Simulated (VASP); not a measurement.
Wanted: the native input for a VASP 6.6.1 run.

```yaml
Task: electric field gradients
Functional: PBE
Potentials_or_basis: VASP PAW PBE potentials, release 64 (Ir_sv_GW, Bi_d)
Cutoff: 420 eV
k_mesh: 12 × 12 × 12
Occupations: fermi-dirac, width 0.08 eV
Spin: no spin polarisation
Dipole_correction: no
Further_INCAR_settings: ALGO = Normal; EDIFF = 1e-08; NBANDS = 23
```

The structure of BiIr (rocksalt type) lies in POSCAR:

```
BiIr
1.0
    0.0000000000      2.8687882197      2.8125374703
    2.8687882197      0.0000000000      2.8125374703
    2.8687882197      2.8687882197      0.0000000000
Ir Bi
1 1
Direct
    0.0000000000      0.0000000000      0.0000000000
    0.5000000000      0.5000000000      0.5000000000
```

This cell differs from its parent crystal: x and y stretched by +2 %, z held.

The input as run:

INCAR

```
  PREC = Accurate
  ENCUT = 420
  EDIFF = 1E-8
  ISMEAR = -1
  SIGMA = 0.08
  LREAL = False
  LASPH = True
  NELM = 120
  ALGO = Normal
  ISIF = 2
  LWAVE = False
  LCHARG = False
  GGA = PE
  LEFG = True
  NBANDS = 23
  GGA_COMPAT = False
```

KPOINTS

```
Automatic mesh
0
Gamma
  12 12 12
```

Potentials or basis: VASP PAW PBE potentials, release 64 (Ir_sv_GW, Bi_d).

Run with:

```console
$ cat potpaw_PBE.64/Ir_sv_GW/POTCAR potpaw_PBE.64/Bi_d/POTCAR > POTCAR
$ mpirun -np 1 vasp_std > vasp.out
```

It gave:

* Pressure: -4.7 GPa
* Band gap on the k mesh: zero (bands 16 and 17 overlap by 2.52 eV)
* Largest electric field gradient by atom: Ir -22.0; Bi -95.1 V/Å²

Caveat: the cell differs from its parent crystal (x and y stretched by +2 %, z held); the cell stands under tension; without QUAD_EFG the Cq values of the log hold for a quadrupole moment of 1 mb, not for the nuclei; spin-orbit coupling is left out, which moves the levels of the heavy elements.

Wall time 62 s on 1 thread of Intel(R) Xeon(R) 6975P-C (Granite Rapids), on a shared host, peak memory 0.26 GiB.
